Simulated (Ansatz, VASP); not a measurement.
## Hf: VASP beside Ansatz

INCAR

```
ALGO     = Fast           # electronic algorithm
EDIFF    = 1E-6           # SCF threshold, eV
ENCUT    = 520            # plane-wave cutoff, eV
GGA      = PE             # functional
ISIF     = 2              # what is computed and relaxed
ISMEAR   = 0              # smearing method
LASPH    = True           # aspherical terms in the spheres
LCHARG   = True           # write CHGCAR
LELF     = True           # ELF
LREAL    = False          # projectors in reciprocal space
LVHAR    = True         
LWAVE    = False          # write WAVECAR
NBANDS   = 17             # bands
NELM     = 80             # most SCF steps
PREC     = Accurate       # precision mode
SIGMA    = 0.15           # smearing width, eV
```

KPOINTS

```
k-points
0
Gamma
  18 18 10
```

File POSCAR:

```
Hf
1.0
    3.2925994799      0.0000000000      0.0000000000
   -1.6462997400      2.8514747941      0.0000000000
    0.0000000000      0.0000000000      5.2095340000
Hf
2
Direct
    0.3333333333      0.6666666667      0.2500000000
    0.6666666667      0.3333333333      0.7500000000
```

Input for Ansatz:

```yaml
crystal:
  lattice:
    - [3.2925994799, 0.0, 0.0]
    - [-1.64629974, 2.8514747941, 0.0]
    - [0.0, 0.0, 5.209534]
  atoms:
    - { symbol: Hf, position: [0.3333333333, 0.6666666667, 0.25] }
    - { symbol: Hf, position: [0.6666666667, 0.3333333333, 0.75] }
basis:
  ecutwfc: 420
kpoints:
  mp_grid: { grid: [18, 18, 10] }
hamiltonian:
  xc: pbe
scf:
  occupations: { method: gaussian, width: 0.15 }
output:
  forces: true
  stress: true
  eigenvalues: true
```

Change from the starting cell: strain +0.030 along x and y, +0.030 along z, atoms carried along.

Alike in both runs: task single point; functional PBE; k mesh 18 × 18 × 10; occupations gaussian, width 0.15 eV; no spin polarisation.

|  | VASP | Ansatz |
| --- | --- | --- |
| version | VASP 6.6.1 | Ansatz 0.2.0 |
| potentials or method | VASP PAW PBE potentials, release 64 (Hf_pv), cutoff 520 eV | scalar-relativistic, plane waves, PAW |
| valence electrons in the cell | 20 | 52 |

|  | VASP | Ansatz | Ansatz less VASP |
| --- | --- | --- | --- |
| gap on the k mesh at the Fermi level (eV) | none | none | - |
| pressure (GPa) | -8.0 | -7.6 | +0.42 |
| traceless stress, the component that is largest in VASP (GPa) | -0.25 | -0.20 | +0.055 |

A gap of «none» marks a metal or a gap that the smearing closes. VASP's potentials hold 20 valence electrons a cell and Ansatz's 52, so a difference there can come from the potentials and not from the codes.

Spin-orbit coupling is off throughout.
